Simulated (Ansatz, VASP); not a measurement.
TiAl: VASP beside Ansatz

The input INCAR:

```
PREC     = Accurate       # precision mode
ENCUT    = 520            # plane-wave cutoff, eV
EDIFF    = 1E-6           # SCF threshold, eV
ISMEAR   = 0              # smearing method
SIGMA    = 0.15           # smearing width, eV
LREAL    = False          # projectors in reciprocal space
LASPH    = True           # aspherical terms in the spheres
NELM     = 100            # most SCF steps
ALGO     = Fast           # electronic algorithm
ISIF     = 2              # what is computed and relaxed
LWAVE    = False          # write WAVECAR
LCHARG   = True           # write CHGCAR
LELF     = True           # ELF
LVHAR    = True         
NBANDS   = 14             # bands
```

File KPOINTS:

```
Automatic mesh
0
Gamma
  16 16 16
```

Contents of POSCAR:

```
TiAl
1.0
    3.3062265600      0.0000000000      0.0000000000
    0.0000000000      3.3062265600      0.0000000000
    0.0000000000      0.0000000000      3.3062265600
Ti Al
1 1
Direct
    0.0000000000      0.0000000000      0.0000000000
    0.5000000000      0.5000000000      0.5000000000
```

Input for Ansatz:

```yaml
crystal:
  lattice:
    - [3.30622656, 0.0, 0.0]
    - [0.0, 3.30622656, 0.0]
    - [0.0, 0.0, 3.30622656]
  atoms:
    - { symbol: Ti, position: [0.0, 0.0, 0.0] }
    - { symbol: Al, position: [0.5, 0.5, 0.5] }
basis:
  ecutwfc: 420
kpoints:
  mp_grid: { grid: [16, 16, 16] }
hamiltonian:
  xc: lda
scf:
  occupations: { method: gaussian, width: 0.15 }
output:
  forces: true
  stress: true
  eigenvalues: true
```

Change from the starting cell: strain +0.040 along x and y, +0.040 along z, atoms carried along.

Alike in both runs: task single point; functional LDA; k mesh 16 × 16 × 16; occupations gaussian, width 0.15 eV; no spin polarisation.

```csv
,VASP,Ansatz
version,VASP 6.6.1,Ansatz 0.2.0
potentials or method,"VASP PAW LDA potentials, release 64 (Ti_sv, Al), cutoff 520 eV","scalar-relativistic, plane waves, PAW"
valence electrons in the cell,15,15
```

|  | VASP | Ansatz | Ansatz less VASP |
| --- | --- | --- | --- |
| gap on the k mesh at the Fermi level (eV) | none | none | - |
| pressure (GPa) | -14.9 | -15.0 | -0.08 |

LDA's correlation is that of Perdew and Zunger in VASP and of Perdew and Wang (1992) in Ansatz. A gap of «none» marks a metal or a gap that the smearing closes.
